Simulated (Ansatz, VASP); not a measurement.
**Two plane-wave programs on Au**

```xyz
2
Lattice="1.3825 -2.5038 0.0000 1.3825 2.5038 0.0000 0.0000 0.0000 4.7933" Properties=species:S:1:pos:R:3 pbc="T T T"
Au    1.3825    0.8279    1.1983
Au    1.3825   -0.8279    3.5950
```

Alike in both runs: task single point; functional PBE; k mesh 11 × 11 × 6; occupations fermi-dirac, width 0.05 eV; no spin polarisation.

|  | VASP | Ansatz |
| --- | --- | --- |
| version | VASP 6.6.1 | Ansatz 0.2.0 |
| potentials or method | VASP PAW PBE potentials, release 64 (Au) | Ansatz PAW |
| plane-wave cutoff (eV) | 520 | 420 |
| valence electrons in the cell | 22 | 38 |

Ansatz gave:

```
gap on the k mesh at the Fermi level (eV)                     : none
pressure (GPa)                                                : 14.7
traceless stress, the component that is largest in VASP (GPa) : 4.35
rms of the force components (eV/Å)                            : 0.029
```

Question: Estimate VASP's values.

Answer: gap on the k mesh at the Fermi level (eV): none; pressure (GPa): 14.3; traceless stress, the component that is largest in VASP (GPa): 4.32; rms of the force components (eV/Å): 0.028.

Atom by atom the forces differ by 0.000 eV/Å (rms over components). A gap of «none» marks a metal or a gap that the smearing closes. With one functional, cell and mesh, what is left measures potentials, basis and numerics. VASP's potentials hold 22 valence electrons a cell and Ansatz's 38, so a difference there can come from the potentials and not from the codes.

Neither program's run includes spin-orbit coupling.
